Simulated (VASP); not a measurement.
**SiC: single point with PBE**

The system is SiC.

```
CELL_PARAMETERS angstrom
0.00880 2.17596 2.17596
2.17596 0.00880 2.17596
2.17596 2.17596 0.00880
ATOMIC_POSITIONS crystal
Si 0.00018 0.00018 0.00018
C 0.24982 0.24982 0.24982
```

This cell differs from its parent crystal: epitaxial 111 strain -0.5%.

- Program: VASP 6.6.1
- Task: single point
- Functional: PBE
- Potentials or basis: VASP PAW PBE potentials, release 64 (Si, C)
- Cutoff: 520 eV
- k mesh: 10 × 10 × 10
- Occupations: fermi-dirac, width 0.02 eV
- Spin: no spin polarisation
- Dipole correction: no
- Further INCAR settings: ALGO = Normal; EDIFF = 1e-06; NBANDS = 11

```yaml
Pressure: 5.6 GPa
Largest_force: 0.007 eV/Å
Band_gap_on_the_k_mesh: 1.33 eV, indirect (least direct gap 4.52 eV)
```

Forces in eV/Å, atoms in the order of the input:
```
Si   0.004  0.004  0.004
C   -0.004 -0.004 -0.004
```

Stress tensor (GPa, compression positive):
```
 5.57 -1.03 -1.03
-1.03  5.57 -1.03
-1.03 -1.03  5.57
```

Levels at points of the mesh, in eV from the valence-band top:
```
           k point  band 1  band 2  band 3  band 4  band 5  band 6  band 7  band 8
(0.00, 0.00, 0.00)  -15.50   -0.06    0.00    0.00    6.32    7.29    7.40    7.40
(0.50, 0.00, 0.00)  -11.88   -8.60   -1.10   -1.07    5.48    7.20    7.26   10.08
(0.50, 0.50, 0.00)  -10.44   -7.85   -3.26   -3.19    1.33    4.34   14.13   14.13
(0.50, 0.50, 0.50)  -11.94   -8.63   -1.03   -1.03    5.60    7.30    7.30   10.12
```

It took 11 s on 1 thread of Intel(R) Xeon(R) Platinum 8375C CPU @ 2.90GHz (Ice Lake), on a shared host, peak memory 0.15 GiB.

Caveat: the cell differs from its parent crystal (epitaxial 111 strain -0.5%). A k mesh can miss the band edges.
